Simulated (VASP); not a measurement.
A run of VASP 6.6.1 is set up as follows.

POSCAR

```
Te
1.0
    4.4540012348      0.0000000000      0.0000000000
   -2.2270006174      3.8572782178      0.0000000000
    0.0000000000      0.0000000000      5.9240000000
Te
3
Direct
    0.2690000000      0.0000000000      0.3333333333
    0.0000000000      0.2690000000      0.6666666667
    0.7310000000      0.7310000000      0.0000000000
```

INCAR.step1

```
ALGO = Normal ; EDIFF = 1E-4
ENCUT = 600 ; GGA = PE
ISMEAR = -1 ; LASPH = T
LCHARG = F ; LREAL = F
LWAVE = T ; NELM = 80
PREC = Accurate ; SIGMA = 0.05
```

INCAR.step2

```
ALGO = Normal ; EDIFF = 1E-7
EDIFFG = -0.01 ; ENCUT = 600
IBRION = 2 ; ISIF = 3
ISMEAR = -1 ; ISTART = 1
LASPH = T ; LCHARG = F
LMIXTAU = T ; LREAL = F
LWAVE = F ; METAGGA = R2SCAN
NELM = 80 ; NSW = 80
PREC = Accurate ; SIGMA = 0.05
```

Contents of KPOINTS:

```
k-points
0
Gamma
  5 5 3
```

Potentials or basis: VASP PAW PBE potentials, release 64 (Te).

Run with:

```bash
$ cat potpaw_PBE.64/Te/POTCAR > POTCAR
$ cp INCAR.step1 INCAR
$ mpirun -np 1 vasp_std > vasp.out
$ cp INCAR.step2 INCAR
$ mpirun -np 1 vasp_std > vasp.out
```

(1) What does it give for the relaxed cell?

(2) Estimate the space group after relaxing (to 0.1 Å).

(3) Estimate the relaxed volume.

Answers

(1) a = 4.616 Å, b = 4.616 Å, c = 5.895 Å, α = 90.00°, β = 90.00°, γ = 120.00°.

(2) P3_121 (No. 152).

(3) 36.26 Å³/atom.

Caveat: the PAW data sets were made with another functional, which shifts forces and pressure a little.
